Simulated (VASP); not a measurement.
Runs of VASP 6.6.1 on Si15C. The typed cell holds 16 atoms: a = 10.527 Å, b = 5.264 Å, c = 5.264 Å, α = 90.00°, β = 90.00°, γ = 90.00°. 

```csv
level,spin,k mesh,cutoff (eV),smearing,gap on the mesh (eV),pressure (GPa),largest force (eV/Å)
PBEsol,off,"2 × 2 × 2, shifted",520,fermi-dirac 0.05 eV,1.08,6.9,4.31
PBEsol+D4,collinear,"2 × 2 × 2, shifted",600,fermi-dirac 0.05 eV,1.08,5.7,4.25
PBEsol,off,2 × 2 × 1,520,fermi-dirac 0.05 eV,0.09,(a),3.84
PBEsol,off,"2 × 2 × 2, shifted",520,methfessel-paxton 0.05 eV,1.08,6.9,4.31
```

Alike in all rows: task single point; potentials or basis VASP PAW PBE potentials, release 64 (Si, C); cell as given.

Q: Estimate the missing entries.

A: (a) 6.7.

Caveats: all runs use coarse meshes; the PAW data sets were made with another functional, which shifts forces and pressure a little; a shifted mesh leaves out Γ, where band edges can lie (at least some runs); an odd mesh through Γ misses points on the zone boundary, where band edges can lie (at least some runs).
